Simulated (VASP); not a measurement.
# Ge: single point with PBE

Ge:

```
Ge
1.0
     4.09333    0.00000    0.00000
    -2.04667    3.54493    0.00000
     0.00000    0.00000   13.15801
Ge
8
Direct
  0.00000 0.00000 0.41240
  0.00000 0.00000 0.58760
  0.00000 0.00000 0.91240
  0.00000 0.00000 0.08760
  0.33333 0.66667 0.34420
  0.66667 0.33333 0.65580
  0.66667 0.33333 0.84420
  0.33333 0.66667 0.15580
```

This isn't the form of Ge at room conditions, which is diamond.

This cell differs from its parent crystal: atoms shifted along a free coordinate, c/a of the conventional cell at fixed volume 3.2145.

| Property | Result |
| --- | --- |
| Program | VASP 6.6.1 |
| Task | single point |
| Functional | PBE |
| Potentials or basis | VASP PAW PBE potentials, release 64 (Ge_d) |
| Cutoff | 520 eV |
| k mesh | 15 × 15 × 4 |
| Occupations | gaussian, width 0.15 eV |
| Spin | no spin polarisation |

```
Pressure               : 0.6 GPa
Largest force          : 1.906 eV/Å
Band gap on the k mesh : zero (bands 56 and 57 overlap by 0.13 eV)
```

Forces in eV/Å, atoms in the order of the input:
```
Ge   0.000  0.000 -1.906
Ge   0.000  0.000  1.906
Ge   0.000  0.000 -1.906
Ge   0.000  0.000  1.906
Ge   0.000  0.000  0.452
Ge   0.000  0.000 -0.452
Ge   0.000  0.000  0.452
Ge   0.000  0.000 -0.452
```

Stress tensor (GPa, compression positive):
```
-2.01  0.00  0.00
 0.00 -2.01  0.00
 0.00  0.00  5.82
```

Levels at points of the mesh, in eV from the Fermi level:
| k point | band 53 | band 54 | band 55 | band 56 | band 57 | band 58 | band 59 | band 60 |
| --- | --- | --- | --- | --- | --- | --- | --- | --- |
| (0.00, 0.00, 0.00) | -0.86 | -0.54 | -0.51 | -0.12 | 0.12 | 0.12 | 0.39 | 0.63 |
| (0.00, 0.00, 0.50) | -0.29 | -0.29 | -0.29 | -0.29 | 0.03 | 0.03 | 0.84 | 0.84 |

It took 24 min on 1 thread of Oxide Virtual Turin-like Processor, with other jobs on the host, peak memory 0.71 GiB.

Caveat: semilocal functionals underestimate gaps, so a narrow gap can read as zero; forces of over 1 eV/Å act on the atoms, so gaps and moduli don't describe the material at rest.
